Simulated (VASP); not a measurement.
## Cr: single point with PBE

The system is Cr.

```
Cr
1.0
    -1.41285    1.41285    1.41285
     1.41285   -1.41285    1.41285
     1.41285    1.41285   -1.41285
Cr
1
Direct
  0.00000 0.00000 0.00000
```

| Property | Result |
| --- | --- |
| Program | VASP 6.6.1 |
| Task | single point |
| Functional | PBE |
| Potentials or basis | VASP PAW PBE potentials, release 64 (Cr_pv) |
| Cutoff | 520 eV |
| k mesh | 22 × 22 × 22 |
| Occupations | gaussian, width 0.05 eV |
| Spin | collinear spin |
| Starting moments | [0.05] μB |

```
Pressure                                              : 5.9 GPa
Band gap on the k mesh                                : zero (filled and empty bands overlap)
Net moment                                            : 0.00 μB per cell
Valence electrons inside the program's atomic spheres : Cr 11.11
```

Levels at points of the mesh, in eV from the Fermi level:
Spin up:
| k point | band 2 | band 3 | band 4 | band 5 | band 6 | band 7 | band 8 | band 9 | band 10 | band 11 |
| --- | --- | --- | --- | --- | --- | --- | --- | --- | --- | --- |
| (0.00, 0.00, 0.00) | -42.70 | -42.70 | -7.95 | -0.95 | -0.95 | -0.95 | 1.17 | 1.17 | 7.11 | 22.48 |
| (0.50, 0.00, 0.00) | -43.01 | -42.71 | -4.56 | -2.55 | 1.17 | 1.17 | 1.52 | 2.92 | 7.10 | 10.20 |
| (0.50, 0.50, 0.50) | -43.38 | -43.38 | -4.47 | -4.47 | 2.52 | 2.52 | 2.52 | 7.11 | 10.82 | 10.82 |
Spin down:
```csv
k point,band 3,band 4,band 5,band 6,band 7,band 8,band 9,band 10
"(0.00, 0.00, 0.00)",-42.70,-7.95,-0.95,-0.95,-0.95,1.17,1.17,7.11
"(0.50, 0.00, 0.00)",-42.71,-4.56,-2.55,1.17,1.17,1.52,2.92,7.10
"(0.50, 0.50, 0.50)",-43.38,-4.47,-4.47,2.52,2.52,2.52,7.11,10.82
```

Run time: 50 s on 1 thread of AMD EPYC 9R45 96-Core Processor (Zen 5), with other jobs on the host, peak memory 0.16 GiB.

Caveat: the cell stands under pressure.
